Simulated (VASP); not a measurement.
**LiH: single point with PBE**

LiH:

```xyz
2
Lattice="2.5374 0.0000 0.0000 0.0000 2.5374 0.0000 0.0000 0.0000 2.5017" Properties=species:S:1:pos:R:3 pbc="T T T"
Li    0.0000    0.0000    0.0000
H     1.2687    1.2687    1.2508
```

This cell differs from its parent crystal: biaxial xy strain +1.4%.

| Item | Value |
| --- | --- |
| Program | VASP 6.6.1 |
| Task | single point |
| Functional | PBE |
| Potentials or basis | VASP PAW PBE potentials, release 64 (Li_sv, H) |
| Cutoff | 520 eV |
| k mesh | 10 × 10 × 10 |
| Occupations | fermi-dirac, width 0.02 eV |
| Spin | no spin polarisation |

```yaml
Band_gap_on_the_k_mesh: 0.69 eV, indirect (least direct gap 4.14 eV)
```

Levels at points of the mesh, in eV from the valence-band top:
| k point | band 1 | band 2 | band 3 | band 4 | band 5 |
| --- | --- | --- | --- | --- | --- |
| (0.00, 0.00, 0.00) | -48.07 | -8.65 | 11.61 | 11.61 | 12.21 |
| (0.50, 0.00, 0.00) | -48.02 | -6.46 | 0.69 | 11.28 | 15.77 |
| (0.50, 0.50, 0.00) | -47.98 | -2.68 | 1.50 | 1.50 | 8.85 |
| (0.00, 0.00, 0.50) | -48.02 | -6.34 | 0.85 | 11.07 | 15.94 |
| (0.50, 0.00, 0.50) | -47.97 | -2.56 | 1.59 | 1.69 | 8.99 |
| (0.50, 0.50, 0.50) | -47.94 | 0.00 | 6.27 | 6.42 | 6.42 |

It took 9.4 s on 1 thread of AMD EPYC 7R43 64-Core Processor (Zen 3), with other jobs on the host, peak memory 0.09 GiB.

Caveat: the cell differs from its parent crystal (biaxial xy strain +1.4%). A k mesh can miss the band edges.
